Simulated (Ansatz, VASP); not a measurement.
AlCo: VASP beside Ansatz

```
CELL_PARAMETERS angstrom
0.00000 2.22273 2.22273
2.22273 0.00000 2.22273
2.22273 2.22273 0.00000
ATOMIC_POSITIONS crystal
Co 0.00000 0.00000 0.00000
Al 0.50000 0.50000 0.50000
```

Change from the starting cell: volume scaled by 0.8, LAPW.

Alike in both runs: task single point; functional PBE; k mesh 15 × 15 × 15; occupations fermi-dirac, width 0.05 eV; no spin polarisation.

|  | VASP | Ansatz |
| --- | --- | --- |
| version | VASP 6.6.1 | Ansatz 0.2.0 |
| potentials or method | VASP PAW PBE potentials, release 64 (Co, Al), cutoff 520 eV | all-electron LAPW, scalar-relativistic |

Ansatz gave:

| Quantity | Value |
| --- | --- |
| pressure (GPa) | 42.4 |

Problem. Which values does VASP return?

Solution. Pressure (GPa): 42.7.

Both programs put the cell under a high pressure, so it lies far from rest at this level. Ansatz ran all-electron here, and VASP with PAW potentials.
